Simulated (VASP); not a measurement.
A run of VASP 6.6.1 is set up as follows.

The input INCAR:

```
ALGO = Normal
EDIFF = 1E-6
ENCUT = 520
GGA = PE
ISIF = 2
ISMEAR = 0
LASPH = True
LCHARG = True
LELF = True
LREAL = False
LVHAR = True
LWAVE = False
NBANDS = 22
NELM = 100
PREC = Accurate
SIGMA = 0.1
```

Contents of KPOINTS:

```
k-points
0
Gamma
  12 12 14
```

Contents of POSCAR:

```
YGaF
1.0
    4.4586039180      0.0000000000      0.0000000000
   -2.2293019590      3.8612642584      0.0000000000
    0.0000000000      0.0000000000      3.3876883560
Y Ga F
1 1 1
Direct
    0.3333333333      0.6666666667      0.0000000000
    0.0000000000      0.0000000000      0.5000000000
    0.6666666667      0.3333333333      0.5000000000
```

Potentials or basis: VASP PAW PBE potentials, release 64 (Y_sv, Ga_d, F).

Launch:

```console
$ cat potpaw_PBE.64/Y_sv/POTCAR potpaw_PBE.64/Ga_d/POTCAR potpaw_PBE.64/F/POTCAR > POTCAR
$ mpirun -np 1 vasp_std > vasp.out
```

**Question.** What does it give for the pressure?

**Answer.** -0.1 GPa.

Caveat: an odd number of electrons without spin polarisation forces a metal; a magnetic or distorted state may lie lower.
